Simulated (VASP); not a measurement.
# SnO2 (P-3m1) in VASP: further runs

SnO2 is run at these levels: PBE+D3(BJ); tasks: single point.

All numbers are computed with VASP 6.6.1; they aren't measurements. Logs are shortened: lines on timing, memory, paths and dates and some standing lists are left out, and cuts for length are marked.

## Step 1: The cell of the first run

It takes space group P-3m1 (No. 164, trigonal). Conventional cell: a = 3.204 Å, b = 3.204 Å, c = 4.352 Å, α = 90.00°, β = 90.00°, γ = 120.00°. Sn (site symmetry -3m) has 6 O at 2.11 Å within 2.8 Å. O (site symmetry 3m) has 3 Sn at 2.11 Å and 3 O at 2.74 Å within 2.8 Å.

## Step 2: Single point, PBE+D3(BJ) (volume scaled by 0.94, then relaxed in part)

The input, INCAR:

```
SYSTEM = SnO2
ALGO = Normal
EDIFF = 1E-6
ENCUT = 520
GGA = PE
ISIF = 2
ISMEAR = 0
IVDW = 12
LASPH = .TRUE.
LCHARG = .TRUE.
LELF = .TRUE.
LREAL = .FALSE.
LVHAR = .TRUE.
LWAVE = .FALSE.
NBANDS = 20
NELM = 60
PREC = Accurate
SIGMA = 0.02
```

The input, KPOINTS:

```
k-points
0
G
  12 12 6
  0 0 0
```

The input, POSCAR:

```
SnO2
1.0
    3.2040438101      0.0000000000      0.0000000000
   -1.6020219051      2.7747833344      0.0000000000
    0.0000000000      0.0000000000      4.3519570684
Sn O
1 2
Direct
    0.0000000000      0.0000000000      0.5000000000
    0.3333333333      0.6666666667      0.7317371701
    0.6666666667      0.3333333333      0.2682628299
```

Potentials or basis: VASP PAW PBE potentials, release 64 (Sn_d, O).

Command:

```sh
$ cat potpaw_PBE.64/Sn_d/POTCAR potpaw_PBE.64/O/POTCAR > POTCAR
$ mpirun -np 1 vasp_std > vasp.out
```

OUTCAR:

```text
SYSTEM = SnO2
   EDIFF = 1E-6
   ENCUT = 520
   GGA = PE
   ISIF = 2
   ISMEAR = 0
   IVDW = 12
   LASPH = .TRUE.
   LREAL = .FALSE.
   NELM = 60
   PREC = Accurate
 IVDW          = 12

 ion  position               nearest neighbor table
   1  0.000  0.000  0.500-   2 2.11   3 2.11   3 2.11   2 2.11   3 2.11   2 2.11
   2  0.333  0.667  0.732-   1 2.11   1 2.11   1 2.11
   3  0.667  0.333  0.268-   1 2.11   1 2.11   1 2.11

  LATTYP: Found a hexagonal cell.
 ALAT       =     3.2040438101
 C/A-ratio  =     1.3582701506

  Lattice vectors:

 A1 = (   3.2040438101,   0.0000000000,   0.0000000000)
 A2 = (  -1.6020219051,   2.7747833344,   0.0000000000)
 A3 = (   0.0000000000,   0.0000000000,   4.3519570684)

Analysis of symmetry for initial positions (statically):
=====================================================================
 Subroutine PRICEL returns:
 Original cell was already a primitive cell.

 Routine SETGRP: Setting up the symmetry group for a
 hexagonal supercell.

 Subroutine GETGRP returns: Found 12 space group operations
 (whereof 12 operations were pure point group operations)
 out of a pool of 24 trial point group operations.

The static configuration has the point symmetry D_3d.

Analysis of symmetry for dynamics (positions and initial velocities):
=====================================================================
 Subroutine PRICEL returns:
 Original cell was already a primitive cell.

 Routine SETGRP: Setting up the symmetry group for a
 hexagonal supercell.

 Subroutine GETGRP returns: Found 12 space group operations
 (whereof 12 operations were pure point group operations)
 out of a pool of 24 trial point group operations.

The dynamic configuration has the point symmetry D_3d.

 Subroutine INISYM returns: Found 12 space group operations
 (whereof 12 operations are pure point group operations),
 and found     1 'primitive' translations

----------------------------------------------------------------------------------------

                                     Primitive cell

  volume of cell :      38.6912

  direct lattice vectors                    reciprocal lattice vectors
     3.204043810  0.000000000  0.000000000     0.312105595  0.180194249  0.000000000
    -1.602021905  2.774783334  0.000000000     0.000000000  0.360388499  0.000000000
     0.000000000  0.000000000  4.351957068     0.000000000  0.000000000  0.229781679

  length of vectors
     3.204043810  3.204043810  4.351957068     0.360388499  0.360388499  0.229781679

  position of ions in fractional coordinates (direct lattice)
     0.000000000  0.000000000  0.500000000
     0.333333333  0.666666667  0.731737170
     0.666666667  0.333333333  0.268262830

  ion indices of the primitive-cell ions
   primitive index   ion index
                 1           1
                 2           2
                 3           3

----------------------------------------------------------------------------------------

 KPOINTS: k-points

Automatic generation of k-mesh.
 Grid dimensions read from file:
 generate k-points for:   12   12    6

 Generating k-lattice:

  Cartesian coordinates                     Fractional coordinates (reciprocal lattice)
     0.026008800  0.015016187  0.000000000     0.083333333  0.000000000  0.000000000
     0.000000000  0.030032375  0.000000000     0.000000000  0.083333333  0.000000000
     0.000000000  0.000000000  0.038296946     0.000000000  0.000000000  0.166666667

  Length of vectors
     0.030032375  0.030032375  0.038296946

  Shift w.r.t. Gamma in fractional coordinates (k-lattice)
     0.000000000  0.000000000  0.000000000

 Subroutine IBZKPT returns following result:
 ===========================================

 Found    100 irreducible k-points:

 Following reciprocal coordinates:
            Coordinates               Weight
  0.000000  0.000000  0.000000      1.000000
  0.083333  0.000000  0.000000      6.000000
  0.166667  0.000000  0.000000      6.000000
  0.250000  0.000000  0.000000      6.000000
  0.333333  0.000000  0.000000      6.000000
  0.416667 -0.000000  0.000000      6.000000
[... 16 lines left out ...]
  0.166667  0.000000  0.166667      6.000000
  0.000000  0.166667  0.166667      6.000000
 [... further k-points ...]
   k-points           NKPTS =    100   k-points in BZ     NKDIM =    100   number of bands    NBANDS=     20
   number of dos      NEDOS =    301   number of ions     NIONS =      3
   total plane-waves  NPLWV =  18432
   dimension x,y,z NGX =    24 NGY =   24 NGZ =   32
   dimension x,y,z NGXF=    48 NGYF=   48 NGZF=   64
   ions per type =               1   2
   NGX,Y,Z   is equivalent  to a cutoff of  12.45, 12.45, 12.22 a.u.
   NGXF,Y,Z  is equivalent  to a cutoff of  24.91, 24.91, 24.45 a.u.
 SYSTEM =  SnO2
   PREC   = accura    normal or accurate (medium, high low for compatibility)
   ISTART =      0    job   : 0-new  1-cont  2-samecut
   ICHARG =      2    charge: 1-file 2-atom 10-const
   ISPIN  =      1    spin polarized calculation?
   LNONCOLLINEAR =      F non collinear calculations
   LSORBIT =      F    spin-orbit coupling
   LASPH  =      T    aspherical Exc in radial PAW
   ENCUT  =  520.0 eV  38.22 Ry    6.18 a.u.   5.96  5.96  8.09*2*pi/ulx,y,z
   NELM   =     60;   NELMIN=  2; NELMDL= -5     # of ELM steps
   EDIFF  = 0.1E-05   stopping-criterion for ELM
   LREAL  =      F    real-space projection
   EDIFFG = 0.1E-04   stopping-criterion for IOM
   NSW    =      0    number of steps for IOM
   IBRION =     -1    ionic relax: 0-MD 1-quasi-New 2-CG
   NFREE  =      0    steps in history (QN), initial steepest desc. (CG)
   ISIF   =      2    stress and relaxation
   ISYM   =      2    0-nonsym 1-usesym 2-fastsym
   POTIM  = 0.5000    time-step for ionic-motion
   TEBEG  =    0.0;   TEEND  =   0.0 temperature during run
   PSTRESS=    0.0 pullay stress
   NELECT =      26.0000    total number of electrons
   NUPDOWN=      -1.0000    fix difference up-down
   EMIN   =  10.00;   EMAX   =-10.00  energy-range for DOS
   EFERMI =   0.00;   METHOD = LEGACY
   ISMEAR =     0;   SIGMA  =   0.02  broadening in eV -4-tet -1-fermi 0-gaus
   EFERMI_NEDOS =   21; number of points for ismear=-14 and -15
   IALGO  =     38    algorithm
   IMIX   =      4    mixing-type and parameters
     AMIX     =   0.40;   BMIX     =  1.00
     AMIX_MAG =   1.60;   BMIX_MAG =  1.00
  volume/ion in A,a.u.               =      12.90        87.03
  Fermi-wavevector in a.u.,A,eV,Ry     =   1.433932  2.709739 27.975770  2.056161
  Thomas-Fermi vector in A             =   2.553396
   LORBIT       =      0    0 simple, 1 ext, 2 COOP (PROOUT), +10 PAW based schemes
   GGA     = PE    functional components
   LHFCALC =     F    Hartree Fock is set to
   AEXX    =    0.0000 exact exchange contribution
   IVDW    =    12    specifies the selected vdW correction
   LEPSILON=     F    determine dielectric tensor
   LRPA    =     F    only Hartree local field effects (RPA)
 non-spin polarized calculation
 Gauss-broadening in eV      SIGMA  =   0.02
  energy-cutoff  :      520.00
  volume of cell :       38.69
 maximum number of plane-waves:      1059
   NGX = 11   NGY = 11   NGZ = 17

 number of electron      25.9999991 magnetization

 Free energy of the ion-electron system (eV)
  ---------------------------------------------------
  ext. energy  EPLUGINS =         0.00000000
  ---------------------------------------------------
  free energy    TOTEN  =       -18.08098423 eV

  energy without entropy =      -18.08098423  energy(sigma->0) =      -18.08098423

 E-fermi :   5.0505     XC(G=0): -10.7686

 val. band max:        4.9042090671   @ k =   0.0833   0.0000   0.0000
 cond. band min:       6.5805399464   @ k =   0.0000   0.0000   0.0000
 fundamental gap:      1.6763308793
 Fermi energy:         5.0505443132

 k-point     1 :       0.0000    0.0000    0.0000
  band No.  band energies     occupation
      1     -15.3501      2.00000
      2     -15.0943      2.00000
      3     -15.0943      2.00000
      4     -14.8941      2.00000
      5     -14.8941      2.00000
      6     -13.4674      2.00000
[... 12 lines left out ...]
     19      22.2747      0.00000
     20      22.4798      0.00000

 k-point     2 :       0.0833    0.0000    0.0000
  band No.  band energies     occupation
      1     -15.3201      2.00000
      2     -15.1527      2.00000
      3     -15.0786      2.00000
      4     -14.9103      2.00000
      5     -14.8945      2.00000
      6     -13.4196      2.00000
[... 12 lines left out ...]
     19      20.8286      0.00000
     20      22.8230      0.00000

 k-point     3 :       0.1667    0.0000    0.0000
  band No.  band energies     occupation
      1     -15.3576      2.00000
      2     -15.1981      2.00000
      3     -15.0400      2.00000
      4     -14.9372      2.00000
      5     -14.8908      2.00000
      6     -13.2678      2.00000
[... 12 lines left out ...]
     19      19.2978      0.00000
     20      22.9417      0.00000

 k-point     4 :       0.2500    0.0000    0.0000
  band No.  band energies     occupation
      1     -15.5654      2.00000
      2     -15.1046      2.00000
      3     -15.0052      2.00000
      4     -14.9549      2.00000
      5     -14.8666      2.00000
      6     -13.0091      2.00000
[... 12 lines left out ...]
     19      18.0779      0.00000
     20      22.0304      0.00000

 k-point     5 :       0.3333    0.0000    0.0000
  band No.  band energies     occupation
      1     -15.7597      2.00000
      2     -15.0525      2.00000
      3     -14.9945      2.00000
      4     -14.9332      2.00000
      5     -14.8170      2.00000
      6     -12.6789      2.00000
[... 12 lines left out ...]
     19      17.3789      0.00000
     20      21.3369      0.00000
[... 353 lines left out ...]
      6     -13.3667      2.00000
[... 12 lines left out ...]
     19      20.8148      0.00000
     20      22.6562      0.00000

 k-point    22 :       0.0000    0.0833    0.1667
  band No.  band energies     occupation
      1     -15.3185      2.00000
      2     -15.1534      2.00000
      3     -15.0787      2.00000
      4     -14.9109      2.00000
      5     -14.8948      2.00000
      6     -13.3640      2.00000
[... 12 lines left out ...]
     19      20.9887      0.00000
     20      22.2313      0.00000

 k-point    23 :       0.1667    0.0000    0.1667
  band No.  band energies     occupation
      1     -15.3558      2.00000
      2     -15.1996      2.00000
      3     -15.0399      2.00000
      4     -14.9377      2.00000
      5     -14.8912      2.00000
      6     -13.2227      2.00000
[... 12 lines left out ...]
     19      19.6356      0.00000
     20      23.1160      0.00000

 k-point    24 :       0.0000    0.1667    0.1667
  band No.  band energies     occupation
      1     -15.3626      2.00000
      2     -15.1960      2.00000
      3     -15.0403      2.00000
      4     -14.9382      2.00000
      5     -14.8910      2.00000
      6     -13.2072      2.00000
[... 12 lines left out ...]
     19      19.8019      0.00000
     20      22.2025      0.00000

 [... further k-points ...]

------------------------ aborting loop because EDIFF is reached ----------------------------------------

 Edisp (eV)   -0.60817

 E8    (eV) :    -0.2420

  FORCE on cell =-STRESS in cart. coord.  units (eV):
  Direction    XX          YY          ZZ          XY          YZ          ZX
  --------------------------------------------------------------------------------------
  -------------------------------------------------------------------------------------
  Total       0.83218     0.83218     0.67701    -0.00000     0.00000    -0.00000
  in kB      34.46006    34.46006    28.03452    -0.00000     0.00000    -0.00000
  external pressure =       32.32 kB  Pullay stress =        0.00 kB

 VOLUME and BASIS-vectors are now :
 -----------------------------------------------------------------------------
  energy-cutoff  :      520.00
  volume of cell :       38.69
      direct lattice vectors                 reciprocal lattice vectors
     3.204043810  0.000000000  0.000000000     0.312105595  0.180194249  0.000000000
    -1.602021905  2.774783334  0.000000000     0.000000000  0.360388499  0.000000000
     0.000000000  0.000000000  4.351957068     0.000000000  0.000000000  0.229781679

 POSITION                                       TOTAL-FORCE (eV/Angst)
 -----------------------------------------------------------------------------------
      0.00000      0.00000      2.17598         0.000000      0.000000      0.000000
     -0.00000      1.84986      3.18449        -0.000000     -0.000000      0.052950
      1.60202      0.92493      1.16747         0.000000      0.000000     -0.052950
 -----------------------------------------------------------------------------------
    total drift:                               -0.000000     -0.000000      0.000000

  FREE ENERGIE OF THE ION-ELECTRON SYSTEM (eV)
  ---------------------------------------------------
  free  energy   TOTEN  =       -18.6891544436 eV

  energy  without entropy=      -18.6891544436  energy(sigma->0) =      -18.68915444
```

It took 87 s on 1 thread of Intel Xeon 8259CL, shared host; peak memory 0.21 GiB.

What came out:

```yaml
Free_energy: -18.6892 eV
Pressure: 3.2 GPa
Largest_force: 0.053 eV/Å
Band_gap_on_the_k_mesh: 1.68 eV, indirect (least direct gap 1.69 eV)
Dispersion_energy_per_atom: -0.203 eV
```

Forces on the atoms (eV/Å):
```
Sn   0.000  0.000  0.000
O    0.000  0.000  0.053
O    0.000  0.000 -0.053
```

Stress tensor (GPa, compression positive):
```
3.45 0.00 0.00
0.00 3.45 0.00
0.00 0.00 2.80
```

Levels at points of the mesh, in eV from the valence-band top:
| k point | band 9 | band 10 | band 11 | band 12 | band 13 | band 14 | band 15 | band 16 | band 17 | band 18 |
| --- | --- | --- | --- | --- | --- | --- | --- | --- | --- | --- |
| (0.00, 0.00, 0.00) | -1.51 | -1.51 | -1.17 | -1.17 | -0.01 | 1.68 | 5.74 | 11.17 | 11.17 | 13.11 |
| (0.50, 0.00, 0.00) | -4.21 | -3.40 | -2.03 | -0.58 | -0.54 | 5.30 | 7.41 | 10.81 | 11.55 | 11.88 |
| (0.00, 0.00, 0.50) | -1.82 | -1.61 | -1.61 | -1.02 | -1.02 | 3.52 | 5.44 | 11.07 | 11.07 | 13.65 |
| (0.50, 0.00, 0.50) | -4.95 | -3.16 | -1.15 | -0.92 | -0.57 | 5.17 | 6.81 | 10.34 | 12.31 | 12.75 |

Caveat: spin-orbit coupling is left out, which moves the levels of the heavy elements. A k mesh can miss the band edges.

[end of part 1 of 3]
